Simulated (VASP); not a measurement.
A run of VASP 6.6.1:

The input INCAR:

```
ALGO = Normal
EDIFF = 1E-6
ENCUT = 520
GGA = PE
ISIF = 2
ISMEAR = 0
ISPIN = 2
LASPH = T
LCHARG = F
LORBIT = 11
LREAL = F
LWAVE = F
MAGMOM = 0 0 0 0 1 1
NBANDS = 43
NELM = 150
PREC = Accurate
SIGMA = 0.1
```

File KPOINTS:

```
k-points
0
Gamma
  6 6 4
```

File POSCAR:

```
ZnCdO
1.0
    3.6675825100      0.0000000000      0.0000000000
    0.0000000000      3.6675825100      0.0000000000
    0.0000000000      0.0000000000      7.1792809800
Zn Cd O
2 2 2
Direct
    0.5000000000      0.5000000000      0.0000000000
    0.5000000000      0.5000000000      0.5000000000
    0.0000000000      0.0000000000      0.2500000000
    0.0000000000      0.0000000000      0.7500000000
    0.0000000000      0.5000000000      0.0000000000
    0.5000000000      0.0000000000      0.5000000000
```

Potentials or basis: VASP PAW PBE potentials, release 64 (Zn, Cd, O).

Command:

```bash
$ cat potpaw_PBE.64/Zn/POTCAR potpaw_PBE.64/Cd/POTCAR potpaw_PBE.64/O/POTCAR > POTCAR
$ mpirun -np 1 vasp_std > vasp.out
```

Hardware: 1 thread of Intel(R) Xeon(R) 6975P-C (Granite Rapids), on a shared host.

Problem. How long does it take, and how much memory?

Solution. Wall time 2 min on 1 thread of Intel(R) Xeon(R) 6975P-C (Granite Rapids) (shared host), peak memory 0.34 GiB. Counts: scf iterations 15, k points 30.
